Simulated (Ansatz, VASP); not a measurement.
# BiTe3O in VASP and in Ansatz

Contents of INCAR:

```
SYSTEM = BiTe3O
PREC = Accurate
ENCUT = 600
EDIFF = 1E-7
ISMEAR = 0
SIGMA = 0.1
LREAL = .FALSE.
LASPH = .TRUE.
NELM = 80
ALGO = Normal
ISIF = 3
LWAVE = .FALSE.
LCHARG = .FALSE.
GGA = PE
IBRION = 2
NSW = 100
EDIFFG = -0.01
```

File KPOINTS:

```
Automatic mesh
0
G
  8 8 6
  0 0 0
```

Contents of POSCAR:

```
BiTe3O
1.0
    4.4595997569      0.0000000000      0.0000000000
    0.0000000000      4.4595997569      0.0000000000
    0.0000000000      0.0000000000      7.1470232415
Bi Te O
1 3 1
Direct
    0.5000000000      0.5000000000      0.4757370172
    0.0000000000      0.0000000000      0.3237769509
    0.5000000000      0.0000000000      0.8431192712
    0.0000000000      0.5000000000      0.8431192712
    0.0000000000      0.0000000000      0.7942400695
```

Input for Ansatz:

```yaml
crystal:
  lattice:
    - [4.4595997569, 0.0, 0.0]
    - [0.0, 4.4595997569, 0.0]
    - [0.0, 0.0, 7.1470232415]
  atoms:
    - { symbol: Bi, position: [0.5, 0.5, 0.4757370172] }
    - { symbol: Te, position: [0.0, 0.0, 0.3237769509] }
    - { symbol: Te, position: [0.5, 0.0, 0.8431192712] }
    - { symbol: Te, position: [0.0, 0.5, 0.8431192712] }
    - { symbol: O, position: [0.0, 0.0, 0.7942400695] }
basis:
  ecutwfc: 420
kpoints:
  mp_grid: { grid: [8, 8, 6] }
hamiltonian:
  xc: pbe
scf:
  occupations: { method: gaussian, width: 0.1 }
output:
  forces: true
  stress: true
  eigenvalues: true
  write_density: true
  write_potential: true
  elf: true
  volumetric_format: npy
relax:
  adjacent_minimum: "off"
  f_tol: 0.01
  max_steps: 80
  cell: { stress_tol: 0.05 }
```

Alike in both runs: task relaxation of cell and atoms; functional PBE; k mesh 8 × 8 × 6; occupations gaussian, width 0.1 eV; no spin polarisation.

|  | VASP | Ansatz |
| --- | --- | --- |
| version | VASP 6.6.1 | Ansatz 0.2.0 |
| potentials or method | VASP PAW PBE potentials, release 64 (Bi_d, Te, O), cutoff 600 eV | scalar-relativistic, plane waves, PAW |
| valence electrons in the cell | 39 | 69 |

Ansatz gave:

* gap on the k mesh at the Fermi level, each at its own relaxed structure (eV): none
* relaxed volume (Å³/atom): 27.99
* relaxed cell length with the largest relative difference (Å): 4.506

Q: Which values does VASP return?

A: gap on the k mesh at the Fermi level, each at its own relaxed structure (eV): none; relaxed volume (Å³/atom): 27.90; relaxed cell length with the largest relative difference (Å): 4.499.

A gap of «none» marks a metal or a gap that the smearing closes. VASP's potentials hold 39 valence electrons a cell and Ansatz's 69, so a difference there can come from the potentials and not from the codes.

Spin-orbit coupling is off throughout.
